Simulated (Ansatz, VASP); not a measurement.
**SrO in VASP and in Ansatz**

Contents of POSCAR:

```
SrO
1.0
    0.0000000000      2.5055550000      2.6340450000
    2.5055550000      0.0000000000      2.6340450000
    2.5055550000      2.5055550000      0.0000000000
Sr O
1 1
Direct
    0.0000000000      0.0000000000      0.0000000000
    0.5000000000      0.5000000000      0.5000000000
```

INCAR.step1

```
PREC = Accurate ; ENCUT = 520
ISMEAR = 0 ; SIGMA = 0.05
LREAL = F ; LASPH = T
NELM = 60 ; NBANDS = 15
GGA = PE ; ALGO = Normal
EDIFF = 1E-4 ; LWAVE = T
LCHARG = F
```

Contents of INCAR.step2:

```
PREC = Accurate ; ENCUT = 520
EDIFF = 1E-7 ; ISMEAR = 0
SIGMA = 0.05 ; LREAL = F
LASPH = T ; NELM = 60
ALGO = Normal ; ISIF = 2
LWAVE = F ; LCHARG = F
METAGGA = R2SCAN ; LMIXTAU = T
NBANDS = 15 ; ISTART = 1
```

The input KPOINTS:

```
Automatic mesh
0
Gamma
  8 8 8
```

Input for Ansatz:

```yaml
crystal:
  lattice:
    - [0.0, 2.505555, 2.634045]
    - [2.505555, 0.0, 2.634045]
    - [2.505555, 2.505555, 0.0]
  atoms:
    - { symbol: Sr, position: [0.0, 0.0, 0.0] }
    - { symbol: O, position: [0.5, 0.5, 0.5] }
basis:
  ecutwfc: 500
kpoints:
  mp_grid: { grid: [8, 8, 8] }
hamiltonian:
  xc: r2scan
scf:
  occupations: { method: gaussian, width: 0.05 }
output:
  forces: true
  stress: true
  eigenvalues: true
```

Change from the starting cell: strain -0.025 along x and y, +0.025 along z, atoms carried along.

Alike in both runs: task single point; functional r2SCAN; k mesh 8 × 8 × 8; occupations gaussian, width 0.05 eV; no spin polarisation.

```csv
,VASP,Ansatz
version,VASP 6.6.1,Ansatz 0.2.0
potentials or method,"VASP PAW PBE potentials, release 64 (Sr_sv, O), cutoff 520 eV","scalar-relativistic, plane waves, PAW"
valence electrons in the cell,16,16
```

Ansatz gave:

| Item | Value |
| --- | --- |
| gap on the k mesh at the Fermi level (eV) | 3.67 |
| least direct gap on the mesh (eV) | 3.69 |
| pressure (GPa) | 4.4 |
| traceless stress, the component that is largest in VASP (GPa) | -5.14 |

Question: Which values does VASP return?

Answer: gap on the k mesh at the Fermi level (eV): 3.61; least direct gap on the mesh (eV): 3.65; pressure (GPa): 5.1; traceless stress, the component that is largest in VASP (GPa): -5.40.

VASP's potentials were made for PBE, not for r2SCAN. With one functional, cell and mesh, what is left measures potentials, basis and numerics.
